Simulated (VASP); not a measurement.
# CuGe6 (Im-3m) in VASP: a series of runs, part 2 of 2

VASP 6.6.1. The steps go on from the part before.

### 3 Relaxation of cell and atoms, PBE

This run uses another cell than the first one, of 20.17 Å³/atom.

File INCAR:

```
SYSTEM = CuGe6
PREC = Accurate
ENCUT = 600
EDIFF = 1E-7
ISMEAR = 0
SIGMA = 0.1
LREAL = .FALSE.
LASPH = .TRUE.
NELM = 120
ALGO = Normal
ISIF = 3
LWAVE = .FALSE.
LCHARG = .FALSE.
GGA = PE
IBRION = 2
NSW = 90
EDIFFG = -0.04
GGA_COMPAT = .FALSE.
NELMIN = 4
```

File KPOINTS:

```
Automatic mesh
0
G
  4 4 4
  0 0 0
```

File POSCAR:

```
CuGe6
1.0
   -3.2803710700      3.2803710700      3.2803710700
    3.2803710700     -3.2803710700      3.2803710700
    3.2803710700      3.2803710700     -3.2803710700
Cu Ge
1 6
Direct
    0.0000000000      0.0000000000      0.0000000000
    0.0000000000      0.6674187100      0.6674187100
    0.0000000000      0.3325812900      0.3325812900
    0.6674187100      0.0000000000      0.6674187100
    0.3325812900      0.0000000000      0.3325812900
    0.6674187100      0.6674187100      0.0000000000
    0.3325812900      0.3325812900      0.0000000000
```

Potentials or basis: VASP PAW PBE potentials, release 64 (Cu, Ge_d).

The run is started by

```console
> cat potpaw_PBE.64/Cu/POTCAR potpaw_PBE.64/Ge_d/POTCAR > POTCAR
> mpirun -np 1 vasp_std > vasp.out
```

OUTCAR:

```text
SYSTEM = CuGe6
   PREC = Accurate
   ENCUT = 600
   EDIFF = 1E-7
   ISMEAR = 0
   LREAL = .FALSE.
   LASPH = .TRUE.
   NELM = 120
   ISIF = 3
   GGA = PE
   IBRION = 2
   NSW = 90
   EDIFFG = -0.04
   NELMIN = 4

 ion  position               nearest neighbor table
   1  0.000  0.000  0.000-   2 2.18   3 2.18   4 2.18   5 2.18   6 2.18   7 2.18
   2  0.000  0.667  0.667-   1 2.18   3 2.20
   3  0.000  0.333  0.333-   1 2.18   2 2.20
   4  0.667  0.000  0.667-   1 2.18   5 2.20
   5  0.333  0.000  0.333-   1 2.18   4 2.20
   6  0.667  0.667  0.000-   1 2.18   7 2.20
   7  0.333  0.333  0.000-   1 2.18   6 2.20

  LATTYP: Found a body centered cubic cell.
 ALAT       =     6.5607421400

  Lattice vectors:

 A1 = (  -3.2803710700,   3.2803710700,   3.2803710700)
 A2 = (   3.2803710700,  -3.2803710700,   3.2803710700)
 A3 = (   3.2803710700,   3.2803710700,  -3.2803710700)

Analysis of symmetry for initial positions (statically):
=====================================================================
 Subroutine PRICEL returns:
 Original cell was already a primitive cell.

 Routine SETGRP: Setting up the symmetry group for a
 body centered cubic supercell.

 Subroutine GETGRP returns: Found 48 space group operations
 (whereof 48 operations were pure point group operations)
 out of a pool of 48 trial point group operations.

The static configuration has the point symmetry O_h .
[... 138 lines left out ...]
 non-spin polarized calculation
 Gauss-broadening in eV      SIGMA  =   0.10
  energy-cutoff  :      600.00
  volume of cell :      141.20
 maximum number of plane-waves:      4738
 NGX is ok and might be reduce to    48
   NGX = 23   NGY = 23   NGZ = 23

--------------------------------------- Ionic step        1  -------------------------------------------

 number of electron      94.9999995 magnetization

 Free energy of the ion-electron system (eV)
  ---------------------------------------------------
  ext. energy  EPLUGINS =         0.00000000
  ---------------------------------------------------
  free energy    TOTEN  =       -23.52620605 eV

  energy without entropy =      -23.50776161  energy(sigma->0) =      -23.51698383

 E-fermi :   5.6954     XC(G=0): -10.5733

 val. band max:        5.6903996688   @ k =   0.5000   0.5000   0.2500
 cond. band min:       5.7495250021   @ k =   0.2500   0.0000   0.0000
 fundamental gap:      0.0591253333
 Fermi energy:         5.6953817369

 k-point     1 :       0.0000    0.0000    0.0000
  band No.  band energies     occupation
      1     -19.5974      2.00000
      2     -19.5595      2.00000
      3     -19.5595      2.00000
      4     -19.3467      2.00000
      5     -19.3467      2.00000
      6     -19.3467      2.00000
[... 632 lines left out ...]
--------------------------------------- Ionic step        5  -------------------------------------------

 number of electron      94.9999988 magnetization

 Free energy of the ion-electron system (eV)
  ---------------------------------------------------
  ext. energy  EPLUGINS =         0.00000000
  ---------------------------------------------------
  free energy    TOTEN  =       -25.30441535 eV

  energy without entropy =      -25.29413753  energy(sigma->0) =      -25.29927644

 E-fermi :   3.6107     XC(G=0):  -9.4928

 val. band max:        3.5761579717   @ k =   0.2500   0.2500   0.2500
 cond. band min:       3.7722421075   @ k =   0.2500   0.2500   0.2500
 fundamental gap:      0.1960841358
 Fermi energy:         3.6106964640

 k-point     1 :       0.0000    0.0000    0.0000
  band No.  band energies     occupation
      1     -21.4089      2.00000
      2     -21.3914      2.00000
      3     -21.3914      2.00000
      4     -21.2848      2.00000
      5     -21.2848      2.00000
      6     -21.2792      2.00000
[... 503 lines left out ...]
  FREE ENERGIE OF THE ION-ELECTRON SYSTEM (eV)
  ---------------------------------------------------
  free  energy   TOTEN  =       -25.3044153548 eV

  energy  without entropy=      -25.2941375286  energy(sigma->0) =      -25.29927644

 reached required accuracy - stopping structural energy minimisation
```

Run time: 15 min. Hardware: 1 thread of AMD EPYC 7R13, shared host; peak memory 0.33 GiB.

What came out:

* Free energy: -25.3044 eV
* Relaxed volume: 25.45 Å³/atom
* Relaxed cell: a = 6.139 Å, b = 6.139 Å, c = 6.139 Å, α = 109.47°, β = 109.47°, γ = 109.47°
* Space group after relaxing (to 0.1 Å): Im-3m (No. 229)
* Energy gained by relaxing: 254.0 meV/atom
* Ionic steps: 5
* Pressure after relaxing: 0.0 GPa
* Band gap on the k mesh: zero (an odd number of electrons rules out a gap without spin polarisation)

The path:
```csv
step,energy change (eV),largest force (eV/Å),pressure (GPa),volume (Å³)
1,0.0000,0.1600,18.82,141.20
2,-1.5833,0.0226,-3.24,195.36
3,-1.7778,0.0507,0.01,178.09
4,-1.7774,0.0509,-0.19,178.88
5,-1.7782,0.0017,0.01,178.14
```

Final structure:
```cif
data_structure
_symmetry_space_group_name_H-M 'P 1'
_symmetry_Int_Tables_number 1
_cell_length_a 6.1394
_cell_length_b 6.1394
_cell_length_c 6.1394
_cell_angle_alpha 109.471
_cell_angle_beta 109.471
_cell_angle_gamma 109.471
_cell_volume 178.14
loop_
_atom_site_label
_atom_site_type_symbol
_atom_site_fract_x
_atom_site_fract_y
_atom_site_fract_z
_atom_site_occupancy
Cu1 Cu 0.00000 0.00000 0.00000 1
Ge1 Ge 0.00000 0.66621 0.66621 1
Ge2 Ge 0.00000 0.33379 0.33379 1
Ge3 Ge 0.66621 0.00000 0.66621 1
Ge4 Ge 0.33379 0.00000 0.33379 1
Ge5 Ge 0.66621 0.66621 0.00000 1
Ge6 Ge 0.33379 0.33379 0.00000 1
```

Caveat: the volume moved by over 15 % at a fixed basis, so the end points are rough.
